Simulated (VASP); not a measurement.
# Ti5C in VASP: further runs, part 2 of 2

VASP 6.6.1.

### 3 Single point, LDA

Contents of INCAR:

```
PREC = Accurate
ENCUT = 520
EDIFF = 1E-6
ISMEAR = 0
SIGMA = 0.1
LREAL = False
LASPH = True
NELM = 100
ALGO = Normal
ISIF = 2
LWAVE = False
LCHARG = False
LDIPOL = True
IDIPOL = 3
DIPOL = 0.5 0.5 0.390
GGA = CA
NBANDS = 41
```

Contents of KPOINTS:

```
regular mesh
0
Gamma
  9 9 1
```

Contents of POSCAR:

```
Ti5C
1.0
    2.8641158414      0.0000000000      0.0000000000
   -1.4320579207      2.4803970780      0.0000000000
    0.0000000000      0.0000000000     24.4912544910
Ti C
5 1
Direct
    0.6666666666      0.3333333333      0.1633236060
    0.3333333334      0.6666666667      0.2559153301
    0.6666666666      0.3333333333      0.3495150200
    0.3333333334      0.6666666667      0.4443907180
    0.6666666666      0.3333333333      0.5304446326
    0.8333333333      0.6666666667      0.5964877624
```

Potentials or basis: VASP PAW LDA potentials, release 64 (Ti_sv, C).

Launch:

```sh
$ cat potpaw_LDA.64/Ti_sv/POTCAR potpaw_LDA.64/C/POTCAR > POTCAR
$ mpirun -np 1 vasp_std > vasp.out
```

OUTCAR:

```text
PREC = Accurate
   ENCUT = 520
   EDIFF = 1E-6
   ISMEAR = 0
   LREAL = False
   LASPH = True
   NELM = 100
   ISIF = 2
   GGA = CA

 ion  position               nearest neighbor table
   1  0.667  0.333  0.163-   2 2.81   2 2.81   2 2.81
   2  0.333  0.667  0.256-   1 2.81   1 2.81   1 2.81   3 2.83   3 2.83   3 2.83
   3  0.667  0.333  0.350-   2 2.83   2 2.83   2 2.83   4 2.85   4 2.85   4 2.85
   4  0.333  0.667  0.444-   5 2.68   5 2.68   5 2.68   3 2.85   3 2.85   3 2.85
   5  0.667  0.333  0.530-   6 1.82   4 2.68   4 2.68   4 2.68
   6  0.833  0.667  0.596-   5 1.82

  LATTYP: Found a hexagonal cell.
 ALAT       =     2.8641158414
 C/A-ratio  =     8.5510698056

  Lattice vectors:

 A1 = (   2.8641158414,   0.0000000000,   0.0000000000)
 A2 = (  -1.4320579207,   2.4803970780,   0.0000000000)
 A3 = (   0.0000000000,   0.0000000000,  24.4912544910)

Analysis of symmetry for initial positions (statically):
=====================================================================
 Subroutine PRICEL returns:
 Original cell was already a primitive cell.

 Routine SETGRP: Setting up the symmetry group for a
 hexagonal supercell.

 Subroutine GETGRP returns: Found  2 space group operations
 (whereof  2 operations were pure point group operations)
 out of a pool of 24 trial point group operations.

The static configuration has the point symmetry C_1h.

Analysis of symmetry for dynamics (positions and initial velocities):
=====================================================================
 Subroutine PRICEL returns:
 Original cell was already a primitive cell.

 Routine SETGRP: Setting up the symmetry group for a
 hexagonal supercell.

 Subroutine GETGRP returns: Found  2 space group operations
 (whereof  2 operations were pure point group operations)
 out of a pool of 24 trial point group operations.

The dynamic configuration has the point symmetry C_1h.

 Subroutine INISYM returns: Found  2 space group operations
 (whereof  2 operations are pure point group operations),
 and found     1 'primitive' translations

[... 131 lines left out ...]
   LRPA    =     F    only Hartree local field effects (RPA)
 non-spin polarized calculation
 Gauss-broadening in eV      SIGMA  =   0.10
  energy-cutoff  :      520.00
  volume of cell :      173.99
 maximum number of plane-waves:      4747
 NGX is ok and might be reduce to    24
   NGX = 11   NGY = 11   NGZ = 91

 dipolmoment           0.000000      0.000000     -0.007606 electrons x Angstroem

 number of electron      64.0000008 magnetization

 dipolmoment           0.000000      0.000000      0.096002 electrons x Angstroem

 Free energy of the ion-electron system (eV)
  ---------------------------------------------------
  ext. energy  EPLUGINS =         0.00000000
  ---------------------------------------------------
  free energy    TOTEN  =       -47.13628551 eV

  energy without entropy =      -47.08762281  energy(sigma->0) =      -47.11195416

 E-fermi :   1.4007     XC(G=0):  -6.9822

 val. band max:        1.3884958906   @ k =  -0.2222   0.1111   0.0000
 cond. band min:       1.4121764149   @ k =   0.1111   0.1111   0.0000
 fundamental gap:      0.0236805242
 Fermi energy:         1.4006579336

 k-point     1 :       0.0000    0.0000    0.0000
  band No.  band energies     occupation
      1     -54.7536      2.00000
      2     -54.5562      2.00000
      3     -54.4790      2.00000
      4     -54.4145      2.00000
      5     -53.8665      2.00000
      6     -31.6286      2.00000
[... 1045 lines left out ...]
     40       3.2547      0.00000
     41       3.8850      0.00000

 [... further k-points ...]

------------------------ aborting loop because EDIFF is reached ----------------------------------------

 vacuum level on the upper side and lower side of the slab       (xc-potential included)         1.028        -1.389

  FORCE on cell =-STRESS in cart. coord.  units (eV):
  Direction    XX          YY          ZZ          XY          YZ          ZX
  --------------------------------------------------------------------------------------
  -------------------------------------------------------------------------------------
  Total       -1.3978299     -1.8850974      0.1258558      0.0000000      2.2310101      0.0000000
  in kB      -12.8718828    -17.3588742      1.1589398      0.0000000     20.5442027      0.0000000
  external PRESSURE =      -9.6906057 kB  Pullay stress =       0.0000000 kB

 VOLUME and BASIS-vectors are now :
 -----------------------------------------------------------------------------
  energy-cutoff  :      520.00
  volume of cell :      173.99
      direct lattice vectors                 reciprocal lattice vectors
     2.864115841  0.000000000  0.000000000     0.349147889  0.201580628  0.000000000
    -1.432057921  2.480397078  0.000000000     0.000000000  0.403161255  0.000000000
     0.000000000  0.000000000 24.491254491     0.000000000  0.000000000  0.040830902

 POSITION                                       TOTAL-FORCE (eV/Angst)
 -----------------------------------------------------------------------------------
      1.43206      0.82680      4.00000         0.000000     -0.002598      0.562376
      0.00000      1.65360      6.26769         0.000000      0.016236     -0.507232
      1.43206      0.82680      8.56006         0.000000      0.031129      0.096606
      0.00000      1.65360     10.88369         0.000000      0.361374     -0.992414
      1.43206      0.82680     12.99125        -0.000000     -2.394650      0.756831
      1.43206      1.65360     14.60873        -0.000000      1.988510      0.083833
 -----------------------------------------------------------------------------------
    total drift:                                0.000000      0.000007     -0.000416

  FREE ENERGIE OF THE ION-ELECTRON SYSTEM (eV)
  ---------------------------------------------------
  free  energy   TOTEN  =       -47.1362855081 eV

  energy  without entropy=      -47.0876228135  energy(sigma->0) =      -47.11195416

 vacuum level on the upper side and lower side of the slab         8.390         5.902
```

Run time: 5.9 min. Hardware: 1 thread of AMD EPYC 9R45 (Zen 5), shared host; peak memory 0.3 GiB.

Results:

```yaml
Free_energy: -47.1363 eV
Largest_force: 2.511 eV/Å
Band_gap_on_the_k_mesh: zero (band 32 reaches 2.11 eV, above the bottom of band 33 at 1.06 eV)
```

Forces in eV/Å, atoms in the order of the input:
```
Ti   0.000 -0.003  0.562
Ti   0.000  0.016 -0.507
Ti   0.000  0.031  0.097
Ti   0.000  0.361 -0.992
Ti   0.000 -2.395  0.757
C    0.000  1.989  0.084
```

### 4 Single point, LDA

Contents of INCAR:

```
PREC = Accurate
ENCUT = 520
EDIFF = 1E-6
ISMEAR = 0
SIGMA = 0.1
LREAL = F
LASPH = T
NELM = 100
ALGO = Normal
ISIF = 2
LWAVE = F
LCHARG = F
LDIPOL = T
IDIPOL = 3
DIPOL = 0.5 0.5 0.390
NBANDS = 41
```

Contents of KPOINTS:

```
Automatic mesh
0
Gamma
  9 9 1
```

Contents of POSCAR:

```
Ti5C
1.0
    2.8641158414      0.0000000000      0.0000000000
   -1.4320579207      2.4803970780      0.0000000000
    0.0000000000      0.0000000000     24.4912544910
Ti C
5 1
Direct
    0.6666666667      0.3333333334      0.1633236060
    0.3333333333      0.6666666667      0.2559153301
    0.6666666667      0.3333333334      0.3495150200
    0.3333333333      0.6666666667      0.4443907180
    0.6666666667      0.3333333334      0.5304446326
    1.0000000000      0.5000000000      0.5973358630
```

Launch:

```sh
$ cat potpaw_LDA.64/Ti_sv/POTCAR potpaw_LDA.64/C/POTCAR > POTCAR
$ mpirun -np 1 vasp_std > vasp.out
```

Wall time 5.7 min (1 thread of AMD EPYC 9R45 (Zen 5), shared host); peak memory 0.3 GiB.

Results (log left out):

| Item | Value |
| --- | --- |
| Free energy | -47.1193 eV |
| Largest force | 1.915 eV/Å |
| Band gap on the k mesh | zero (band 32 reaches 2.09 eV, above the bottom of band 33 at 1.08 eV) |

Forces on the atoms (eV/Å):
```
Ti   0.001  0.001  0.566
Ti   0.007  0.004 -0.519
Ti   0.002  0.001  0.100
Ti   0.015  0.009 -0.976
Ti  -1.522 -0.879  0.761
C    1.497  0.864  0.068
```

Levels at points of the mesh, in eV from the Fermi level:
```tsv
k point	band 28	band 29	band 30	band 31	band 32	band 33	band 34	band 35	band 36	band 37
(0.00, 0.00, 0.00)	-0.18	0.28	0.47	0.59	0.69	0.71	0.74	0.76	0.78	0.81
```
